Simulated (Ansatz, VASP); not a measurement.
# SiO2: VASP beside Ansatz

Contents of INCAR:

```
PREC = Accurate ; ENCUT = 520
EDIFF = 1E-7 ; ISMEAR = 0
SIGMA = 0.02 ; LREAL = F
LASPH = T ; NELM = 60
ALGO = Normal ; ISIF = 2
LWAVE = F ; LCHARG = F
GGA = CA ; NBANDS = 44
```

File KPOINTS:

```
Automatic mesh
0
Gamma
  6 6 4
```

File POSCAR:

```
SiO2
1.0
    5.0150051711      0.0000000000      0.0000000000
   -2.5075025855      4.3431218783      0.0000000000
    0.0000000000      0.0000000000      8.5394403791
Si O
4 8
Direct
    0.6666666667      0.3333333333      0.9370470953
    0.6666666667      0.3333333333      0.5629529047
    0.3333333333      0.6666666667      0.0629529047
    0.3333333333      0.6666666667      0.4370470953
    0.0000000000      0.4120636141      0.0000000000
    0.4120636141      0.4120636141      0.5000000000
    0.5879363859      0.0000000000      0.5000000000
    0.5879363859      0.5879363859      0.0000000000
    0.0000000000      0.5879363859      0.5000000000
    0.6666666667      0.3333333333      0.7500000000
    0.3333333333      0.6666666667      0.2500000000
    0.4120636141      0.0000000000      0.0000000000
```

Input for Ansatz:

```yaml
crystal:
  lattice:
    - [5.0150051711, 0.0, 0.0]
    - [-2.5075025855, 4.3431218783, 0.0]
    - [0.0, 0.0, 8.5394403791]
  atoms:
    - { symbol: Si, position: [0.6666666667, 0.3333333333, 0.9370470953] }
    - { symbol: Si, position: [0.6666666667, 0.3333333333, 0.5629529047] }
    - { symbol: Si, position: [0.3333333333, 0.6666666667, 0.0629529047] }
    - { symbol: Si, position: [0.3333333333, 0.6666666667, 0.4370470953] }
    - { symbol: O, position: [0.0, 0.4120636141, 0.0] }
    - { symbol: O, position: [0.4120636141, 0.4120636141, 0.5] }
    - { symbol: O, position: [0.5879363859, 0.0, 0.5] }
    - { symbol: O, position: [0.5879363859, 0.5879363859, 0.0] }
    - { symbol: O, position: [0.0, 0.5879363859, 0.5] }
    - { symbol: O, position: [0.6666666667, 0.3333333333, 0.75] }
    - { symbol: O, position: [0.3333333333, 0.6666666667, 0.25] }
    - { symbol: O, position: [0.4120636141, 0.0, 0.0] }
basis:
  ecutwfc: 420
kpoints:
  mp_grid: { grid: [6, 6, 4] }
  band_path:
    path:
      - [[0.0, 0.0, 0.0], [0.5, 0.0, 0.0], [0.33333333, 0.33333333, 0.0], [0.0, 0.0, 0.0], [0.0, 0.0, 0.5], [0.5, 0.0, 0.5], [0.33333333, 0.33333333, 0.5], [0.0, 0.0, 0.5]]
      - [[0.5, 0.0, 0.5], [0.5, 0.0, 0.0]]
      - [[0.33333333, 0.33333333, 0.5], [0.33333333, 0.33333333, 0.0]]
    npoints: 10
hamiltonian:
  xc: lda
scf:
  occupations: { method: gaussian, width: 0.02 }
  n_extra_bands: 30
output:
  forces: true
  stress: true
  eigenvalues: true
  populations: true
  dos: { projected: true, de: 0.02, nscf_kmesh: { grid: [9, 9, 6] } }
  bader: false
```

Alike in both runs: task single point; functional LDA; k mesh 6 × 6 × 4; occupations gaussian, width 0.02 eV; no spin polarisation.

|  | VASP | Ansatz |
| --- | --- | --- |
| version | VASP 6.6.1 | Ansatz 0.2.0 |
| potentials or method | VASP PAW LDA potentials, release 64 (Si, O), cutoff 520 eV | scalar-relativistic, plane waves, PAW |
| valence electrons in the cell | 64 | 64 |

```tsv
	VASP	Ansatz	Ansatz less VASP
gap on the k mesh at the Fermi level (eV)	5.42	5.42	+0.002
least direct gap on the mesh (eV)	5.48	5.48	+0.002
pressure (GPa)	0.5	0.0	-0.51
rms of the force components (eV/Å)	0.011	0.000	-0.0107
```

LDA's correlation is that of Perdew and Zunger in VASP and of Perdew and Wang (1992) in Ansatz. Atom by atom the forces differ by 0.011 eV/Å (rms over components).
